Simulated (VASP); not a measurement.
A run of VASP 6.6.1 is set up as follows.

File POSCAR:

```
CsPbCl3
1.0
    5.6720257000      0.0000000000      0.0000000000
    0.0000000000      5.6720257000      0.0000000000
    0.0000000000      0.0000000000      5.6720257000
Cs Pb Cl
1 1 3
Direct
    0.0000000000      0.0000000000      0.0000000000
    0.5000000000      0.5000000000      0.5000000000
    0.5000000000      0.5000000000      0.0000000000
    0.0000000000      0.5000000000      0.5000000000
    0.5000000000      0.0000000000      0.5000000000
```

INCAR.step1

```
SYSTEM = CsPbCl3
ALGO     = Normal         ! electronic algorithm
EDIFF    = 1E-4           ! SCF threshold, eV
ENCUT    = 520            ! plane-wave cutoff, eV
GGA      = PE             ! functional
ISMEAR   = -1             ! smearing method
KPAR     = 4            
LASPH    = .TRUE.         ! aspherical terms in the spheres
LCHARG   = .FALSE.        ! write CHGCAR
LREAL    = .FALSE.        ! projectors in reciprocal space
LWAVE    = .TRUE.         ! write WAVECAR
NELM     = 100            ! most SCF steps
PREC     = Accurate       ! precision mode
SIGMA    = 0.02           ! smearing width, eV
```

The input INCAR.step2:

```
SYSTEM = CsPbCl3
ALGO     = Normal         ! electronic algorithm
EDIFF    = 1E-6           ! SCF threshold, eV
EDIFFG   = -0.01          ! ionic threshold
ENCUT    = 520            ! plane-wave cutoff, eV
IBRION   = 2              ! ionic algorithm
ISIF     = 2              ! what is computed and relaxed
ISMEAR   = -1             ! smearing method
ISTART   = 1            
KPAR     = 4            
LASPH    = .TRUE.         ! aspherical terms in the spheres
LCHARG   = .FALSE.        ! write CHGCAR
LMIXTAU  = .TRUE.       
LREAL    = .FALSE.        ! projectors in reciprocal space
LWAVE    = .FALSE.        ! write WAVECAR
METAGGA  = R2SCAN         ! meta-GGA
NELM     = 100            ! most SCF steps
NSW      = 50             ! ionic steps
PREC     = Accurate       ! precision mode
SIGMA    = 0.02           ! smearing width, eV
```

File KPOINTS:

```
k-points
0
G
  6 6 6
  0 0 0
```

Potentials or basis: VASP PAW PBE potentials, release 64 (Cs_sv, Pb_d, Cl).

Launch:

```bash
$ cat potpaw_PBE.64/Cs_sv/POTCAR potpaw_PBE.64/Pb_d/POTCAR potpaw_PBE.64/Cl/POTCAR > POTCAR
$ cp INCAR.step1 INCAR
$ mpirun -np 4 vasp_std > vasp.out
$ cp INCAR.step2 INCAR
$ mpirun -np 4 vasp_std > vasp.out
```

**Question.** Estimate the band gap on the k mesh.

**Answer.** 2.47 eV.

Final structure:
```yaml
crystal:
  lattice:
    - [5.67203, 0.00000, 0.00000]
    - [0.00000, 5.67203, 0.00000]
    - [0.00000, 0.00000, 5.67203]
  atoms:
    - { symbol: Cs, position: [0.00000, 0.00000, 0.00000] }
    - { symbol: Pb, position: [0.50000, 0.50000, 0.50000] }
    - { symbol: Cl, position: [0.50000, 0.50000, 0.00000] }
    - { symbol: Cl, position: [0.00000, 0.50000, 0.50000] }
    - { symbol: Cl, position: [0.50000, 0.00000, 0.50000] }
```

Caveat: the relaxation stopped at its first step, so nothing moved; spin-orbit coupling is left out, which moves the levels of the heavy elements. A k mesh can miss the band edges.
